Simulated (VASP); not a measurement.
# Sr (Cmcm) in VASP: a series of runs

Sr is run at these levels: PBE; tasks: single point, relaxation of cell and atoms.

Everything below comes from runs of VASP 6.6.1. Logs are shortened: lines on timing, memory, paths and dates and some standing lists are left out, and cuts for length are marked.

## 1. The cell of the first run

It takes space group Cmcm (No. 63, orthorhombic). Conventional cell: a = 6.672 Å, b = 4.950 Å, c = 6.712 Å, α = 90.00°, β = 90.00°, γ = 90.00°. Within 5.1 Å of Sr (site symmetry m2m) lie 14 Sr at 3.91 to 4.95 Å.

## 2. Single point, PBE

INCAR

```
SYSTEM = Sr
PREC = Accurate
ENCUT = 520
EDIFF = 1E-7
ISMEAR = 0
SIGMA = 0.1
LREAL = .False.
LASPH = .True.
NELM = 60
ALGO = Normal
ISIF = 2
LWAVE = .False.
LCHARG = .True.
GGA = PE
LELF = .True.
LVHAR = .True.
NBANDS = 17
```

KPOINTS

```
Automatic mesh
0
Gamma
  4 4 4
  0 0 0
```

POSCAR

```
Sr
1.0
    3.3360810600     -2.4747994100      0.0000000000
    3.3360810600      2.4747994100      0.0000000000
    0.0000000000      0.0000000000      6.7115061900
Sr
2
Direct
    0.7021274900      0.2978725100      0.7500000000
    0.2978725100      0.7021274900      0.2500000000
```

Potentials or basis: VASP PAW PBE potentials, release 64 (Sr_sv).

On the command line:

```console
$ cat potpaw_PBE.64/Sr_sv/POTCAR > POTCAR
$ mpirun -np 1 vasp_std > vasp.out
```

OUTCAR:

```text
SYSTEM = Sr
   PREC = Accurate
   ENCUT = 520
   EDIFF = 1E-7
   ISMEAR = 0
   LREAL = .False.
   LASPH = .True.
   NELM = 60
   ISIF = 2
   GGA = PE

 ion  position               nearest neighbor table
   1  0.702  0.298  0.750-   2 3.91   2 3.91   2 4.47   2 4.47   2 4.76   2 4.76   2 4.76   2 4.76

   2  0.298  0.702  0.250-   1 3.91   1 3.91   1 4.47   1 4.47   1 4.76   1 4.76   1 4.76   1 4.76

  LATTYP: Found a base centered orthorhombic cell.
 ALAT       =     4.9495988200
 B/A-ratio  =     1.3480207917
 C/A-ratio  =     1.3559697329

  Lattice vectors:

 A1 = (  -3.3360810600,  -2.4747994100,   0.0000000000)
 A2 = (   3.3360810600,  -2.4747994100,   0.0000000000)
 A3 = (   0.0000000000,   0.0000000000,   6.7115061900)

Analysis of symmetry for initial positions (statically):
=====================================================================
 Subroutine PRICEL returns:
 Original cell was already a primitive cell.

 Routine SETGRP: Setting up the symmetry group for a
 base centered orthorhombic supercell.

 Subroutine GETGRP returns: Found  8 space group operations
 (whereof  4 operations were pure point group operations)
 out of a pool of  8 trial point group operations.

The static configuration has the point symmetry C_2h.
 The point group associated with its full space group is D_2h.

Analysis of symmetry for dynamics (positions and initial velocities):
=====================================================================
 Subroutine PRICEL returns:
 Original cell was already a primitive cell.

 Routine SETGRP: Setting up the symmetry group for a
 base centered orthorhombic supercell.

 Subroutine GETGRP returns: Found  8 space group operations
 (whereof  4 operations were pure point group operations)
 out of a pool of  8 trial point group operations.

The dynamic configuration has the point symmetry C_2h.
 The point group associated with its full space group is D_2h.

 Subroutine INISYM returns: Found  8 space group operations
 (whereof  4 operations are pure point group operations),
 and found     1 'primitive' translations

----------------------------------------------------------------------------------------

                                     Primitive cell

  volume of cell :     110.8222

  direct lattice vectors                    reciprocal lattice vectors
     3.336081060 -2.474799410  0.000000000     0.149876454 -0.202036576  0.000000000
     3.336081060  2.474799410  0.000000000     0.149876454  0.202036576  0.000000000
     0.000000000  0.000000000  6.711506190     0.000000000  0.000000000  0.148997851

[... 79 lines left out ...]
   EDIFF  = 0.1E-06   stopping-criterion for ELM
   LREAL  =      F    real-space projection
   EDIFFG = 0.1E-05   stopping-criterion for IOM
   NSW    =      0    number of steps for IOM
   IBRION =     -1    ionic relax: 0-MD 1-quasi-New 2-CG
   NFREE  =      0    steps in history (QN), initial steepest desc. (CG)
   ISIF   =      2    stress and relaxation
   ISYM   =      2    0-nonsym 1-usesym 2-fastsym
   POTIM  = 0.5000    time-step for ionic-motion
   TEBEG  =    0.0;   TEEND  =   0.0 temperature during run
   PSTRESS=    0.0 pullay stress
   NELECT =      20.0000    total number of electrons
   NUPDOWN=      -1.0000    fix difference up-down
   EMIN   =  10.00;   EMAX   =-10.00  energy-range for DOS
   EFERMI =   0.00;   METHOD = LEGACY
   ISMEAR =     0;   SIGMA  =   0.10  broadening in eV -4-tet -1-fermi 0-gaus
   EFERMI_NEDOS =   21; number of points for ismear=-14 and -15
   IALGO  =     38    algorithm
   IMIX   =      4    mixing-type and parameters
     AMIX     =   0.40;   BMIX     =  1.00
     AMIX_MAG =   1.60;   BMIX_MAG =  1.00
  volume/ion in A,a.u.               =      55.41       373.93
  Fermi-wavevector in a.u.,A,eV,Ry     =   0.925144  1.748269 11.645108  0.855891
  Thomas-Fermi vector in A             =   2.050966
   LORBIT       =      0    0 simple, 1 ext, 2 COOP (PROOUT), +10 PAW based schemes
   GGA     = PE    functional components
   LHFCALC =     F    Hartree Fock is set to
   AEXX    =    0.0000 exact exchange contribution
   IVDW    =     0    specifies the selected vdW correction
   LEPSILON=     F    determine dielectric tensor
   LRPA    =     F    only Hartree local field effects (RPA)
 non-spin polarized calculation
 Gauss-broadening in eV      SIGMA  =   0.10
  energy-cutoff  :      520.00
  volume of cell :      110.82
 maximum number of plane-waves:      3021
 NGX is ok and might be reduce to    32
   NGX = 15   NGY = 15   NGZ = 25

 number of electron      20.0000000 magnetization

 Free energy of the ion-electron system (eV)
  ---------------------------------------------------
  ext. energy  EPLUGINS =         0.00000000
  ---------------------------------------------------
  free energy    TOTEN  =        -3.17416805 eV

  energy without entropy =       -3.15866219  energy(sigma->0) =       -3.16641512

 E-fermi :   1.5109     XC(G=0):  -7.3226

 val. band max:        1.4999733597   @ k =   0.5000   0.5000   0.2500
 cond. band min:       1.5239513558   @ k =   0.5000   0.5000   0.2500
 fundamental gap:      0.0239779961
 Fermi energy:         1.5109249202

 k-point     1 :       0.0000    0.0000    0.0000
  band No.  band energies     occupation
      1     -35.0981      2.00000
      2     -35.0789      2.00000
      3     -17.2089      2.00000
      4     -17.0397      2.00000
      5     -16.9864      2.00000
      6     -16.9837      2.00000
[... 397 lines left out ...]
      4     -17.1461      2.00000
      5     -17.1200      2.00000
      6     -17.1200      2.00000
[... 9 lines left out ...]
     16       4.1984      0.00000
     17       5.6987      0.00000

------------------------ aborting loop because EDIFF is reached ----------------------------------------

  FORCE on cell =-STRESS in cart. coord.  units (eV):
  Direction    XX          YY          ZZ          XY          YZ          ZX
  --------------------------------------------------------------------------------------
  -------------------------------------------------------------------------------------
  Total       -0.2818928     -0.2234831      0.1342508      0.0000000     -0.0000000      0.0000000
  in kB       -4.0753784     -3.2309377      1.9408899      0.0000000     -0.0000000      0.0000000
  external PRESSURE =      -1.7884754 kB  Pullay stress =       0.0000000 kB

 VOLUME and BASIS-vectors are now :
 -----------------------------------------------------------------------------
  energy-cutoff  :      520.00
  volume of cell :      110.82
      direct lattice vectors                 reciprocal lattice vectors
     3.336081060 -2.474799410  0.000000000     0.149876454 -0.202036576  0.000000000
     3.336081060  2.474799410  0.000000000     0.149876454  0.202036576  0.000000000
     0.000000000  0.000000000  6.711506190     0.000000000  0.000000000  0.148997851

 POSITION                                       TOTAL-FORCE (eV/Angst)
 -----------------------------------------------------------------------------------
      3.33608     -1.00045      5.03363         0.000000     -0.423838     -0.000000
      3.33608      1.00045      1.67788         0.000000      0.423838      0.000000
 -----------------------------------------------------------------------------------
    total drift:                               -0.000000     -0.000000      0.000000

  FREE ENERGIE OF THE ION-ELECTRON SYSTEM (eV)
  ---------------------------------------------------
  free  energy   TOTEN  =        -3.1741680479 eV

  energy  without entropy=       -3.1586621905  energy(sigma->0) =       -3.16641512
```

stdout:

```text
POSCAR found type information on POSCAR Sr
 POSCAR found :  1 types and       2 ions
 scaLAPACK will be used
 LDA part: xc-table for (Slater+PW92), standard interpolation
 POSCAR, INCAR and KPOINTS ok, starting setup
 FFT: planning ... GRIDC
 FFT: planning ... GRID_SOFT
 FFT: planning ... GRID
 WAVECAR not read
 entering main loop
```

It took 18 s on 1 thread of AMD EPYC 9R45 (Zen 5), shared host; peak memory 0.19 GiB.

What came out:

* Free energy: -3.1742 eV
* Pressure: -0.2 GPa
* Largest force: 0.424 eV/Å
* Band gap on the k mesh: zero (band 10 reaches 1.87 eV, above the bottom of band 11 at 1.46 eV)

Forces on the atoms (eV/Å):
```
Sr   0.000 -0.424  0.000
Sr   0.000  0.424  0.000
```

Stress tensor (GPa, compression positive):
```
-0.41  0.00  0.00
 0.00 -0.32  0.00
 0.00  0.00  0.19
```

Caveat: the k points lie up to 0.40 Å⁻¹ apart.

## 3. Relaxation of cell and atoms, PBE

INCAR

```
ALGO = Fast
EDIFF = 1E-6
EDIFFG = -0.04
ENCUT = 600
GGA = PE
IBRION = 2
ISIF = 3
ISMEAR = 0
LASPH = True
LCHARG = False
LREAL = False
LWAVE = False
NELM = 80
NSW = 90
PREC = Accurate
SIGMA = 0.1
```

KPOINTS

```
k-points
0
Gamma
  4 4 4
```

POSCAR is that of step 2.

Potentials or basis: VASP PAW PBE potentials, release 64 (Sr_sv).

On the command line:

```console
$ cat potpaw_PBE.64/Sr_sv/POTCAR > POTCAR
$ mpirun -np 1 vasp_std > vasp.out
```

Wall time 9.4 min (1 thread of AMD EPYC 9R45 (Zen 5), shared host); peak memory 0.24 GiB.

Results (log left out):

* Free energy: -3.3230 eV
* Relaxed volume: 55.03 Å³/atom
* Relaxed cell: a = 4.206 Å, b = 4.206 Å, c = 6.220 Å, α = 90.00°, β = 90.00°, γ = 89.87°
* Space group after relaxing (to 0.05 Å): I4/mmm (No. 139)
* Energy gained by relaxing: 74.5 meV/atom
* Ionic steps: 28
* Pressure after relaxing: 0.0 GPa
* Largest force after relaxing: 0.006 eV/Å
* Band gap on the k mesh: zero (band 10 reaches 1.66 eV, above the bottom of band 11 at 1.59 eV)

Forces in eV/Å, atoms in the order of the input:
```
Sr   0.000 -0.006  0.000
Sr   0.000  0.006  0.000
```

Stress tensor (GPa, compression positive):
```
 0.10  0.00  0.00
 0.00  0.10  0.00
 0.00  0.00 -0.11
```

The path:
```tsv
step	energy change (eV)	largest force (eV/Å)	pressure (GPa)	volume (Å³)
1	0.0000	0.4240	-0.17	110.82
2	-0.0189	0.3857	-0.10	109.86
3	-0.0522	0.2647	0.16	106.96
4	-0.0560	0.2070	0.34	105.51
5	-0.0717	0.1712	0.26	105.85
6	-0.1005	0.0522	0.09	106.82
7	-0.0629	0.2462	-0.06	108.60
8	-0.1037	0.0113	0.04	107.21
9	-0.1044	0.0023	0.02	107.44
10	-0.1063	0.0171	-0.05	108.10
11	-0.1073	0.0607	-0.17	109.38
12	-0.1074	0.0513	-0.14	109.05
13	-0.1079	0.0531	-0.14	109.04
14	-0.1092	0.0621	-0.13	109.03
15	-0.1114	0.0810	-0.12	108.98
16	-0.1141	0.1210	-0.05	108.77
17	-0.1146	0.2065	0.20	107.97
18	-0.1172	0.2115	0.19	108.29
19	-0.1226	0.2213	0.16	109.15
20	-0.1121	0.2201	0.05	110.32
21	-0.1228	0.2255	0.14	109.39
22	-0.1266	0.2099	0.09	109.83
23	-0.1351	0.1622	-0.04	111.14
24	-0.1404	0.0787	-0.33	113.77
25	-0.1450	0.0537	-0.19	112.29
26	-0.1456	0.0278	0.23	107.95
27	-0.1479	0.0072	0.04	109.90
28	-0.1489	0.0057	0.03	110.06
```

Final structure:
```xyz
2
Lattice="2.9777 -2.9711 0.0000 2.9777 2.9711 0.0000 0.0000 0.0000 6.2201" Properties=species:S:1:pos:R:3 pbc="T T T"
Sr    2.9777   -1.4826    4.6651
Sr    2.9777    1.4826    1.5550
```

Levels at points of the mesh, in eV from the Fermi level:
| k point | band 6 | band 7 | band 8 | band 9 | band 10 | band 11 | band 12 | band 13 | band 14 |
| --- | --- | --- | --- | --- | --- | --- | --- | --- | --- |
| (0.00, 0.00, 0.00) | -18.52 | -18.52 | -18.52 | -3.65 | -0.73 | 0.40 | 0.80 | 2.18 | 2.41 |
| (0.50, 0.00, 0.00) | -18.60 | -18.54 | -18.54 | -1.31 | -1.31 | 0.72 | 0.72 | 1.20 | 1.21 |
| (0.50, 0.50, 0.00) | -18.61 | -18.59 | -18.59 | -0.61 | -0.61 | 0.31 | 0.32 | 1.17 | 1.19 |
| (0.00, 0.00, 0.50) | -18.55 | -18.55 | -18.55 | -2.48 | -2.48 | 1.11 | 1.11 | 1.93 | 1.93 |
| (0.50, 0.00, 0.50) | -18.56 | -18.54 | -18.54 | -1.12 | -1.12 | 0.06 | 0.06 | 2.03 | 2.03 |
| (0.50, 0.50, 0.50) | -18.66 | -18.59 | -18.59 | 0.03 | 0.03 | 0.67 | 0.67 | 0.69 | 0.69 |

Caveat: the k points lie up to 0.37 Å⁻¹ apart in the final cell.
